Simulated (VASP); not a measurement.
# Li2O3 (Pn-3m) in VASP: notebook, part 2 of 2

VASP 6.6.1. Earlier steps stand in the parts before.

### 5 Single point, PBE

This run uses another cell than the first one, of 9.13 Å³/atom, 1.020 times its volume.

Input file INCAR:

```
SYSTEM = Li2O3
PREC = Accurate ; ENCUT = 520
EDIFF = 1E-6 ; ISMEAR = -1
SIGMA = 0.06122561905347299 ; LREAL = .False.
LASPH = .True. ; NELM = 100
ALGO = Normal ; ISIF = 2
LWAVE = .False. ; LCHARG = .False.
GGA = PE ; NBANDS = 35
```

Input file KPOINTS:

```
Automatic mesh
0
Gamma
  8 8 8
  0 0 0
```

Input file POSCAR:

```
Li2O3
1.0
    4.5035065009      0.0000000000      0.0000000000
    0.0000000000      4.5035065009      0.0000000000
    0.0000000000      0.0000000000      4.5035065009
Li O
4 6
Direct
    0.2500000000      0.2500000000      0.2500000000
    0.7500000000      0.7500000000      0.2500000000
    0.7500000000      0.2500000000      0.7500000000
    0.2500000000      0.7500000000      0.7500000000
    0.5000000000      0.0000000000      0.0000000000
    0.0000000000      0.5000000000      0.0000000000
    0.0000000000      0.0000000000      0.5000000000
    0.5000000000      0.5000000000      0.0000000000
    0.5000000000      0.0000000000      0.5000000000
    0.0000000000      0.5000000000      0.5000000000
```

Started as:

```console
cat potpaw_PBE.64/Li_sv/POTCAR potpaw_PBE.64/O/POTCAR > POTCAR
mpirun -np 1 vasp_std > vasp.out
```

It took 49 s on 1 thread of Intel Xeon 6975P-C (Granite Rapids), shared host; peak memory 0.23 GiB.

Results (log left out):

- Free energy: -42.5287 eV
- Band gap on the k mesh: zero (band 24 reaches 1.53 eV, above the bottom of band 25 at -0.81 eV)

Levels at points of the mesh, in eV from the Fermi level:
| k point | band 20 | band 21 | band 22 | band 23 | band 24 | band 25 | band 26 | band 27 | band 28 | band 29 |
| --- | --- | --- | --- | --- | --- | --- | --- | --- | --- | --- |
| (0.00, 0.00, 0.00) | -0.62 | -0.62 | -0.62 | 1.52 | 1.52 | 1.52 | 1.59 | 1.59 | 1.59 | 7.85 |
| (0.50, 0.00, 0.00) | -1.13 | -1.12 | -1.12 | -0.55 | -0.55 | 1.54 | 1.54 | 1.55 | 1.55 | 9.00 |
| (0.50, 0.50, 0.00) | -1.28 | -1.22 | -1.22 | -1.08 | -1.08 | -0.22 | -0.22 | 1.53 | 1.53 | 10.13 |
| (0.50, 0.50, 0.50) | -1.15 | -1.15 | -1.13 | -1.13 | -1.13 | -0.83 | -0.83 | -0.55 | -0.55 | 10.68 |

Caveat: the cutoff is under 1.25 times the usual one of these potentials, so pressure, stress and relaxed cells hold a basis-set (Pulay) error.

### 6 Single point, PBE

This run uses another cell than the first one, of 9.31 Å³/atom, 1.040 times its volume.

Input file INCAR:

```
SYSTEM = Li2O3
ALGO = Normal
EDIFF = 1E-7
ENCUT = 520
GGA = PE
ISIF = 2
ISMEAR = -1
LASPH = .TRUE.
LCHARG = .FALSE.
LREAL = .FALSE.
LWAVE = .FALSE.
NBANDS = 35
NELM = 60
PREC = Accurate
SIGMA = 0.06122561905347299
```

Input file KPOINTS:

```
k-points
0
G
  8 8 8
  0 0 0
```

Edit POSCAR of step 5 so:

```diff
@@ -2,5 +2,5 @@
 1.0
-    4.5035065009      0.0000000000      0.0000000000
-    0.0000000000      4.5035065009      0.0000000000
-    0.0000000000      0.0000000000      4.5035065009
+    4.5327508690      0.0000000000      0.0000000000
+    0.0000000000      4.5327508690      0.0000000000
+    0.0000000000      0.0000000000      4.5327508690
 Li O
```

Potentials or basis: VASP PAW PBE potentials, release 64 (Li_sv, O).

Started as:

```console
cat potpaw_PBE.64/Li_sv/POTCAR potpaw_PBE.64/O/POTCAR > POTCAR
mpirun -np 1 vasp_std > vasp.out
```

OUTCAR:

```text
SYSTEM = Li2O3
   EDIFF = 1E-7
   ENCUT = 520
   GGA = PE
   ISIF = 2
   ISMEAR = -1
   LASPH = .TRUE.
   LREAL = .FALSE.
   NELM = 60
   PREC = Accurate

 ion  position               nearest neighbor table
   1  0.250  0.250  0.250-   5 1.96   6 1.96   7 1.96   8 1.96   9 1.96  10 1.96
   2  0.750  0.750  0.250-   5 1.96   6 1.96   7 1.96   8 1.96   9 1.96  10 1.96
   3  0.750  0.250  0.750-   5 1.96   6 1.96   7 1.96   8 1.96   9 1.96  10 1.96
   4  0.250  0.750  0.750-   5 1.96   6 1.96   7 1.96   8 1.96   9 1.96  10 1.96
   5  0.500  0.000  0.000-   1 1.96   2 1.96   3 1.96   4 1.96
   6  0.000  0.500  0.000-   1 1.96   2 1.96   3 1.96   4 1.96
   7  0.000  0.000  0.500-   1 1.96   2 1.96   3 1.96   4 1.96
   8  0.500  0.500  0.000-   1 1.96   2 1.96   3 1.96   4 1.96
   9  0.500  0.000  0.500-   1 1.96   2 1.96   3 1.96   4 1.96
  10  0.000  0.500  0.500-   1 1.96   2 1.96   3 1.96   4 1.96

  LATTYP: Found a simple cubic cell.
 ALAT       =     4.5327508690

  Lattice vectors:

 A1 = (   4.5327508690,   0.0000000000,   0.0000000000)
 A2 = (   0.0000000000,   4.5327508690,   0.0000000000)
 A3 = (   0.0000000000,   0.0000000000,   4.5327508690)

Analysis of symmetry for initial positions (statically):
=====================================================================
 Subroutine PRICEL returns:
 Original cell was already a primitive cell.

 Routine SETGRP: Setting up the symmetry group for a
 simple cubic supercell.

 Subroutine GETGRP returns: Found 48 space group operations
 (whereof 24 operations were pure point group operations)
 out of a pool of 48 trial point group operations.

The static configuration has the point symmetry T_d .
 The point group associated with its full space group is O_h .

Analysis of symmetry for dynamics (positions and initial velocities):
=====================================================================
 Subroutine PRICEL returns:
 Original cell was already a primitive cell.

 Routine SETGRP: Setting up the symmetry group for a
 simple cubic supercell.

 Subroutine GETGRP returns: Found 48 space group operations
 (whereof 24 operations were pure point group operations)
 out of a pool of 48 trial point group operations.

The dynamic configuration has the point symmetry T_d .
 The point group associated with its full space group is O_h .

 Subroutine INISYM returns: Found 48 space group operations
 (whereof 24 operations are pure point group operations),
 and found     1 'primitive' translations

----------------------------------------------------------------------------------------

                                     Primitive cell

  volume of cell :      93.1291

  direct lattice vectors                    reciprocal lattice vectors
     4.532750869  0.000000000  0.000000000     0.220616581  0.000000000  0.000000000
     0.000000000  4.532750869  0.000000000     0.000000000  0.220616581  0.000000000
     0.000000000  0.000000000  4.532750869     0.000000000  0.000000000  0.220616581

  length of vectors
     4.532750869  4.532750869  4.532750869     0.220616581  0.220616581  0.220616581

  position of ions in fractional coordinates (direct lattice)
     0.250000000  0.250000000  0.250000000
     0.750000000  0.750000000  0.250000000
     0.750000000  0.250000000  0.750000000
     0.250000000  0.750000000  0.750000000
[... 50 lines left out ...]
  0.250000  0.000000  0.000000      6.000000
  0.375000  0.000000  0.000000      6.000000
  0.500000  0.000000  0.000000      3.000000
  0.125000  0.125000  0.000000     12.000000
[... 16 lines left out ...]
  0.375000  0.375000  0.125000     24.000000
  0.500000  0.375000  0.125000     24.000000
 [... further k-points ...]
   k-points           NKPTS =     35   k-points in BZ     NKDIM =     35   number of bands    NBANDS=     35
   number of dos      NEDOS =    301   number of ions     NIONS =     10
   total plane-waves  NPLWV =  46656
   dimension x,y,z NGX =    36 NGY =   36 NGZ =   36
   dimension x,y,z NGXF=    72 NGYF=   72 NGZF=   72
   ions per type =               4   6
   NGX,Y,Z   is equivalent  to a cutoff of  13.20, 13.20, 13.20 a.u.
   NGXF,Y,Z  is equivalent  to a cutoff of  26.41, 26.41, 26.41 a.u.
 SYSTEM =  Li2O3
   PREC   = accura    normal or accurate (medium, high low for compatibility)
   ISTART =      0    job   : 0-new  1-cont  2-samecut
   ICHARG =      2    charge: 1-file 2-atom 10-const
   ISPIN  =      1    spin polarized calculation?
   LNONCOLLINEAR =      F non collinear calculations
   LSORBIT =      F    spin-orbit coupling
   LASPH  =      T    aspherical Exc in radial PAW
   ENCUT  =  520.0 eV  38.22 Ry    6.18 a.u.   8.43  8.43  8.43*2*pi/ulx,y,z
   NELM   =     60;   NELMIN=  2; NELMDL= -5     # of ELM steps
   EDIFF  = 0.1E-06   stopping-criterion for ELM
   LREAL  =      F    real-space projection
   EDIFFG = 0.1E-05   stopping-criterion for IOM
   NSW    =      0    number of steps for IOM
   IBRION =     -1    ionic relax: 0-MD 1-quasi-New 2-CG
   NFREE  =      0    steps in history (QN), initial steepest desc. (CG)
   ISIF   =      2    stress and relaxation
   ISYM   =      2    0-nonsym 1-usesym 2-fastsym
   POTIM  = 0.5000    time-step for ionic-motion
   TEBEG  =    0.0;   TEEND  =   0.0 temperature during run
   PSTRESS=    0.0 pullay stress
   NELECT =      48.0000    total number of electrons
   NUPDOWN=      -1.0000    fix difference up-down
   EMIN   =  10.00;   EMAX   =-10.00  energy-range for DOS
   EFERMI =   0.00;   METHOD = LEGACY
   ISMEAR =    -1;   SIGMA  =   0.06  broadening in eV -4-tet -1-fermi 0-gaus
   EFERMI_NEDOS =   21; number of points for ismear=-14 and -15
   IALGO  =     38    algorithm
   IMIX   =      4    mixing-type and parameters
     AMIX     =   0.40;   BMIX     =  1.00
     AMIX_MAG =   1.60;   BMIX_MAG =  1.00
  volume/ion in A,a.u.               =       9.31        62.85
  Fermi-wavevector in a.u.,A,eV,Ry     =   1.312583  2.480422 23.441120  1.722874
  Thomas-Fermi vector in A             =   2.442965
   LORBIT       =      0    0 simple, 1 ext, 2 COOP (PROOUT), +10 PAW based schemes
   GGA     = PE    functional components
   LHFCALC =     F    Hartree Fock is set to
   AEXX    =    0.0000 exact exchange contribution
   IVDW    =     0    specifies the selected vdW correction
   LEPSILON=     F    determine dielectric tensor
   LRPA    =     F    only Hartree local field effects (RPA)
 non-spin polarized calculation
  energy-cutoff  :      520.00
  volume of cell :       93.13
 maximum number of plane-waves:      2526
 NGX is ok and might be reduce to    36
   NGX = 17   NGY = 17   NGZ = 17

 number of electron      48.0000062 magnetization

 Free energy of the ion-electron system (eV)
  ---------------------------------------------------
  ext. energy  EPLUGINS =         0.00000000
  ---------------------------------------------------
  free energy    TOTEN  =       -42.50672079 eV

  energy without entropy =      -42.44677902  energy(sigma->0) =      -42.47674990

 E-fermi :  -0.1287     XC(G=0):  -9.7567

 val. band max:       -0.1305871968   @ k =   0.3750   0.1250   0.0000
 cond. band min:      -0.1267490534   @ k =   0.3750   0.0000   0.0000
 fundamental gap:      0.0038381434
 Fermi energy:        -0.1286526249

 k-point     1 :       0.0000    0.0000    0.0000
  band No.  band energies     occupation
      1     -42.0424      2.00000
      2     -42.0128      2.00000
      3     -42.0128      2.00000
      4     -42.0128      2.00000
      5     -17.8834      2.00000
      6     -17.0302      2.00000
[... 901 lines left out ...]
     34      14.2932      0.00000
     35      14.7693      0.00000

 [... further k-points ...]
[... 5 lines left out ...]
  --------------------------------------------------------------------------------------
  -------------------------------------------------------------------------------------
  Total       -1.7380787     -1.7380787     -1.7380787     -0.0000000     -0.0000000      0.0000000
  in kB      -29.9016021    -29.9016021    -29.9016021     -0.0000000     -0.0000000      0.0000000
  external PRESSURE =     -29.9016021 kB  Pullay stress =       0.0000000 kB

 VOLUME and BASIS-vectors are now :
 -----------------------------------------------------------------------------
  energy-cutoff  :      520.00
  volume of cell :       93.13
      direct lattice vectors                 reciprocal lattice vectors
     4.532750869  0.000000000  0.000000000     0.220616581  0.000000000  0.000000000
     0.000000000  4.532750869  0.000000000     0.000000000  0.220616581  0.000000000
     0.000000000  0.000000000  4.532750869     0.000000000  0.000000000  0.220616581

 POSITION                                       TOTAL-FORCE (eV/Angst)
 -----------------------------------------------------------------------------------
      1.13319      1.13319      1.13319         0.000000      0.000000      0.000000
      3.39956      3.39956      1.13319        -0.000000      0.000000      0.000000
      3.39956      1.13319      3.39956        -0.000000      0.000000      0.000000
      1.13319      3.39956      3.39956         0.000000      0.000000     -0.000000
      2.26638      0.00000      0.00000        -0.000000     -0.000000     -0.000000
      0.00000      2.26638      0.00000        -0.000000      0.000000      0.000000
      0.00000      0.00000      2.26638        -0.000000     -0.000000     -0.000000
      2.26638      2.26638      0.00000         0.000000      0.000000     -0.000000
      2.26638      0.00000      2.26638         0.000000     -0.000000     -0.000000
      0.00000      2.26638      2.26638         0.000000     -0.000000     -0.000000
 -----------------------------------------------------------------------------------
    total drift:                               -0.000000      0.000000     -0.000000

  FREE ENERGIE OF THE ION-ELECTRON SYSTEM (eV)
  ---------------------------------------------------
  free  energy   TOTEN  =       -42.5067207911 eV

  energy  without entropy=      -42.4467790180  energy(sigma->0) =      -42.47674990
```

Wall time 52 s (1 thread of Intel Xeon 6975P-C (Granite Rapids), shared host); peak memory 0.23 GiB.

Results:

* Free energy: -42.5067 eV
* Band gap on the k mesh: zero (band 24 reaches 1.35 eV, above the bottom of band 25 at -0.93 eV)

Caveat: the cutoff is under 1.25 times the usual one of these potentials, so pressure, stress and relaxed cells hold a basis-set (Pulay) error.

### 7 Summary

```csv
cell,gap on the mesh (eV)
"a = 4.474 Å, 10 atoms",none
"a = 4.504 Å, 10 atoms",none
"a = 4.533 Å, 10 atoms",none
```

Alike in all rows: task single point; level PBE; potentials or basis VASP PAW PBE potentials, release 64 (Li_sv, O); no spin polarisation; k mesh 8 × 8 × 8; cutoff (eV) 520; smearing fermi-dirac 0.0612256 eV.

Caveats: the cutoff is under 1.25 times the usual one of these potentials, so pressure, stress and relaxed cells hold a basis-set (Pulay) error.

Absolute energies hang on the potentials; compare differences alone.
